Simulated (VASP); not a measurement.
# Sn3Te (Pm-3m) in VASP: a series of runs, part 2 of 3

VASP 6.6.1. Earlier steps stand in the parts before.

### Step 4. Relaxation of cell and atoms, PBE

This run uses another cell than the first one, of 32.83 Å³/atom.

INCAR

```
SYSTEM = Sn3Te
PREC     = Accurate       ! precision mode
ENCUT    = 600            ! plane-wave cutoff, eV
EDIFF    = 1E-7           ! SCF threshold, eV
ISMEAR   = 0              ! smearing method
SIGMA    = 0.1            ! smearing width, eV
LREAL    = .FALSE.        ! projectors in reciprocal space
LASPH    = .TRUE.         ! aspherical terms in the spheres
NELM     = 100            ! most SCF steps
ALGO     = Normal         ! electronic algorithm
ISIF     = 3              ! what is computed and relaxed
LWAVE    = .FALSE.        ! write WAVECAR
LCHARG   = .FALSE.        ! write CHGCAR
GGA      = PE             ! functional
IBRION   = 2              ! ionic algorithm
NSW      = 90             ! ionic steps
EDIFFG   = -0.04          ! ionic threshold
```

KPOINTS

```
Automatic mesh
0
G
  4 4 4
  0 0 0
```

POSCAR

```
Sn3Te
1.0
    5.0830903100      0.0000000000      0.0000000000
    0.0000000000      5.0830903100      0.0000000000
    0.0000000000      0.0000000000      5.0830903100
Sn Te
3 1
Direct
    0.5000000000      0.0000000000      0.0000000000
    0.0000000000      0.5000000000      0.0000000000
    0.0000000000      0.0000000000      0.5000000000
    0.5000000000      0.5000000000      0.5000000000
```

Potentials or basis: VASP PAW PBE potentials, release 64 (Sn_d, Te).

Run with:

```sh
> cat potpaw_PBE.64/Sn_d/POTCAR potpaw_PBE.64/Te/POTCAR > POTCAR
> mpirun -np 1 vasp_std > vasp.out
```

OUTCAR:

```text
SYSTEM = Sn3Te
   PREC = Accurate
   ENCUT = 600
   EDIFF = 1E-7
   ISMEAR = 0
   LREAL = .FALSE.
   LASPH = .TRUE.
   NELM = 100
   ISIF = 3
   GGA = PE
   IBRION = 2
   NSW = 90
   EDIFFG = -0.04

 ion  position               nearest neighbor table
   1  0.500  0.000  0.000-   2 3.59   3 3.59   4 3.59   3 3.59   4 3.59   2 3.59   4 3.59   4 3.59
                             2 3.59   3 3.59   3 3.59   2 3.59
   2  0.000  0.500  0.000-   1 3.59   3 3.59   4 3.59   3 3.59   4 3.59   1 3.59   3 3.59   3 3.59
                             1 3.59   4 3.59   4 3.59   1 3.59
   3  0.000  0.000  0.500-   1 3.59   2 3.59   4 3.59   1 3.59   2 3.59   2 3.59   4 3.59   2 3.59
                             1 3.59   4 3.59   1 3.59   4 3.59
   4  0.500  0.500  0.500-   1 3.59   2 3.59   3 3.59   1 3.59   2 3.59   1 3.59   3 3.59   1 3.59
                             2 3.59   3 3.59   2 3.59   3 3.59

  LATTYP: Found a simple cubic cell.
 ALAT       =     5.0830903100

  Lattice vectors:

 A1 = (   5.0830903100,   0.0000000000,   0.0000000000)
 A2 = (   0.0000000000,   5.0830903100,   0.0000000000)
 A3 = (   0.0000000000,   0.0000000000,   5.0830903100)

Analysis of symmetry for initial positions (statically):
=====================================================================
 Subroutine PRICEL returns:
 Original cell was already a primitive cell.

 Routine SETGRP: Setting up the symmetry group for a
 simple cubic supercell.

 Subroutine GETGRP returns: Found 48 space group operations
 (whereof 48 operations were pure point group operations)
 out of a pool of 48 trial point group operations.

The static configuration has the point symmetry O_h .

Analysis of symmetry for dynamics (positions and initial velocities):
=====================================================================
 Subroutine PRICEL returns:
 Original cell was already a primitive cell.

 Routine SETGRP: Setting up the symmetry group for a
 simple cubic supercell.

 Subroutine GETGRP returns: Found 48 space group operations
 (whereof 48 operations were pure point group operations)
 out of a pool of 48 trial point group operations.

The dynamic configuration has the point symmetry O_h .

 Subroutine INISYM returns: Found 48 space group operations
 (whereof 48 operations are pure point group operations),
 and found     1 'primitive' translations

----------------------------------------------------------------------------------------

                                     Primitive cell

  volume of cell :     131.3359

  direct lattice vectors                    reciprocal lattice vectors
     5.083090310  0.000000000  0.000000000     0.196730717  0.000000000  0.000000000
     0.000000000  5.083090310  0.000000000     0.000000000  0.196730717  0.000000000
     0.000000000  0.000000000  5.083090310     0.000000000  0.000000000  0.196730717

  length of vectors
     5.083090310  5.083090310  5.083090310     0.196730717  0.196730717  0.196730717

  position of ions in fractional coordinates (direct lattice)
     0.500000000  0.000000000  0.000000000
     0.000000000  0.500000000  0.000000000
     0.000000000  0.000000000  0.500000000
     0.500000000  0.500000000  0.500000000

  ion indices of the primitive-cell ions
   primitive index   ion index
                 1           1
                 2           2
                 3           3
                 4           4

----------------------------------------------------------------------------------------

 KPOINTS: Automatic mesh

Automatic generation of k-mesh.
 Grid dimensions read from file:
 generate k-points for:    4    4    4

 Generating k-lattice:

  Cartesian coordinates                     Fractional coordinates (reciprocal lattice)
     0.049182679  0.000000000  0.000000000     0.250000000  0.000000000  0.000000000
     0.000000000  0.049182679  0.000000000     0.000000000  0.250000000  0.000000000
     0.000000000  0.000000000  0.049182679     0.000000000  0.000000000  0.250000000

  Length of vectors
     0.049182679  0.049182679  0.049182679

  Shift w.r.t. Gamma in fractional coordinates (k-lattice)
     0.000000000  0.000000000  0.000000000

 Subroutine IBZKPT returns following result:
 ===========================================

 Found     10 irreducible k-points:

 Following reciprocal coordinates:
            Coordinates               Weight
  0.000000  0.000000  0.000000      1.000000
  0.250000  0.000000  0.000000      6.000000
  0.500000  0.000000  0.000000      3.000000
  0.250000  0.250000  0.000000     12.000000
  0.500000  0.250000  0.000000     12.000000
  0.500000  0.500000  0.000000      3.000000
  0.250000  0.250000  0.250000      8.000000
  0.500000  0.250000  0.250000     12.000000
  0.500000  0.500000  0.250000      6.000000
  0.500000  0.500000  0.500000      1.000000
   k-points           NKPTS =     10   k-points in BZ     NKDIM =     10   number of bands    NBANDS=     28
   number of dos      NEDOS =    301   number of ions     NIONS =      4
   total plane-waves  NPLWV =  74088
   dimension x,y,z NGX =    42 NGY =   42 NGZ =   42
   dimension x,y,z NGXF=    84 NGYF=   84 NGZF=   84
   ions per type =               3   1
   NGX,Y,Z   is equivalent  to a cutoff of  13.74, 13.74, 13.74 a.u.
   NGXF,Y,Z  is equivalent  to a cutoff of  27.47, 27.47, 27.47 a.u.
 SYSTEM =  Sn3Te
   PREC   = accura    normal or accurate (medium, high low for compatibility)
   ISTART =      0    job   : 0-new  1-cont  2-samecut
   ICHARG =      2    charge: 1-file 2-atom 10-const
   ISPIN  =      1    spin polarized calculation?
   LNONCOLLINEAR =      F non collinear calculations
   LSORBIT =      F    spin-orbit coupling
   LASPH  =      T    aspherical Exc in radial PAW
   ENCUT  =  600.0 eV  44.10 Ry    6.64 a.u.  10.15 10.15 10.15*2*pi/ulx,y,z
   NELM   =    100;   NELMIN=  2; NELMDL= -5     # of ELM steps
   EDIFF  = 0.1E-06   stopping-criterion for ELM
   LREAL  =      F    real-space projection
   EDIFFG = -.4E-01   stopping-criterion for IOM
   NSW    =     90    number of steps for IOM
   IBRION =      2    ionic relax: 0-MD 1-quasi-New 2-CG
   NFREE  =      1    steps in history (QN), initial steepest desc. (CG)
   ISIF   =      3    stress and relaxation
   ISYM   =      2    0-nonsym 1-usesym 2-fastsym
   POTIM  = 0.5000    time-step for ionic-motion
   TEBEG  =    0.0;   TEEND  =   0.0 temperature during run
   PSTRESS=    0.0 pullay stress
   NELECT =      48.0000    total number of electrons
   NUPDOWN=      -1.0000    fix difference up-down
   EMIN   =  10.00;   EMAX   =-10.00  energy-range for DOS
   EFERMI =   0.00;   METHOD = LEGACY
   ISMEAR =     0;   SIGMA  =   0.10  broadening in eV -4-tet -1-fermi 0-gaus
   EFERMI_NEDOS =   21; number of points for ismear=-14 and -15
   IALGO  =     38    algorithm
   IMIX   =      4    mixing-type and parameters
     AMIX     =   0.40;   BMIX     =  1.00
     AMIX_MAG =   1.60;   BMIX_MAG =  1.00
  volume/ion in A,a.u.               =      32.83       221.57
  Fermi-wavevector in a.u.,A,eV,Ry     =   1.170471  2.211870 18.640022  1.370003
  Thomas-Fermi vector in A             =   2.306929
   LORBIT       =      0    0 simple, 1 ext, 2 COOP (PROOUT), +10 PAW based schemes
   GGA     = PE    functional components
   LHFCALC =     F    Hartree Fock is set to
   AEXX    =    0.0000 exact exchange contribution
   IVDW    =     0    specifies the selected vdW correction
   LEPSILON=     F    determine dielectric tensor
   LRPA    =     F    only Hartree local field effects (RPA)
 conjugate gradient relaxation of ions
 non-spin polarized calculation
 Gauss-broadening in eV      SIGMA  =   0.10
  energy-cutoff  :      600.00
  volume of cell :      131.34
 maximum number of plane-waves:      4428
 NGX is ok and might be reduce to    42
   NGX = 21   NGY = 21   NGZ = 21

--------------------------------------- Ionic step        1  -------------------------------------------

 number of electron      48.0000010 magnetization

 Free energy of the ion-electron system (eV)
  ---------------------------------------------------
  ext. energy  EPLUGINS =         0.00000000
  ---------------------------------------------------
  free energy    TOTEN  =       -14.11887271 eV

  energy without entropy =      -14.10402928  energy(sigma->0) =      -14.11145100

 E-fermi :   6.1218     XC(G=0):  -9.4756

 val. band max:        6.0879794896   @ k =   0.5000   0.0000   0.0000
 cond. band min:       6.2216660107   @ k =   0.5000   0.5000   0.0000
 fundamental gap:      0.1336865211
 Fermi energy:         6.1217939147

 k-point     1 :       0.0000    0.0000    0.0000
  band No.  band energies     occupation
      1     -15.5415      2.00000
      2     -15.5415      2.00000
      3     -15.5328      2.00000
      4     -15.5328      2.00000
      5     -15.5328      2.00000
      6     -15.5015      2.00000
[... 372 lines left out ...]
  energy  without entropy=      -14.3326262395  energy(sigma->0) =      -14.33719191

--------------------------------------- Ionic step        3  -------------------------------------------

 number of electron      47.9999976 magnetization

 Free energy of the ion-electron system (eV)
  ---------------------------------------------------
  ext. energy  EPLUGINS =         0.00000000
  ---------------------------------------------------
  free energy    TOTEN  =       -14.34564931 eV

  energy without entropy =      -14.33870335  energy(sigma->0) =      -14.34217633

 E-fermi :   7.7046     XC(G=0): -10.0756

 val. band max:        7.5492682090   @ k =   0.5000   0.5000   0.0000
 cond. band min:       7.7208088118   @ k =   0.5000   0.5000   0.0000
 fundamental gap:      0.1715406028
 Fermi energy:         7.7046021434

 k-point     1 :       0.0000    0.0000    0.0000
  band No.  band energies     occupation
      1     -14.0546      2.00000
      2     -14.0546      2.00000
      3     -14.0546      2.00000
      4     -14.0307      2.00000
      5     -14.0307      2.00000
      6     -14.0166      2.00000
[... 330 lines left out ...]
  FREE ENERGIE OF THE ION-ELECTRON SYSTEM (eV)
  ---------------------------------------------------
  free  energy   TOTEN  =       -14.3456493055 eV

  energy  without entropy=      -14.3387033546  energy(sigma->0) =      -14.34217633

 reached required accuracy - stopping structural energy minimisation
```

Run time: 3.9 min. Hardware: 1 thread of Intel Xeon 8259CL, shared host; peak memory 0.29 GiB.

Results:

```
Free energy                           : -14.3456 eV
Relaxed volume                        : 28.75 Å³/atom
Relaxed cell                          : a = 4.863 Å, b = 4.863 Å, c = 4.863 Å, α = 90.00°, β = 90.00°, γ = 90.00°
Space group after relaxing (to 0.1 Å) : Pm-3m (No. 221)
Energy gained by relaxing             : 56.7 meV/atom
Ionic steps                           : 3
Pressure after relaxing               : 0.0 GPa
Band gap on the k mesh                : zero (bands 24 and 25 overlap by 3.21 eV)
```

The path:
```csv
step,energy change (eV),largest force (eV/Å),pressure (GPa),volume (Å³)
1,0.0000,0.0000,-3.86,131.34
2,-0.2229,0.0000,-0.66,116.88
3,-0.2268,0.0000,0.02,115.00
```

Final structure:
```cif
data_structure
_symmetry_space_group_name_H-M 'P 1'
_symmetry_Int_Tables_number 1
_cell_length_a 4.8629
_cell_length_b 4.8629
_cell_length_c 4.8629
_cell_angle_alpha 90.000
_cell_angle_beta 90.000
_cell_angle_gamma 90.000
_cell_volume 115.00
loop_
_atom_site_label
_atom_site_type_symbol
_atom_site_fract_x
_atom_site_fract_y
_atom_site_fract_z
_atom_site_occupancy
Sn1 Sn 0.50000 0.00000 0.00000 1
Sn2 Sn 0.00000 0.50000 0.00000 1
Sn3 Sn 0.00000 0.00000 0.50000 1
Te1 Te 0.50000 0.50000 0.50000 1
```

Caveat: spin-orbit coupling is left out, which moves the levels of the heavy elements.

(Continued in part 3 of 3.)
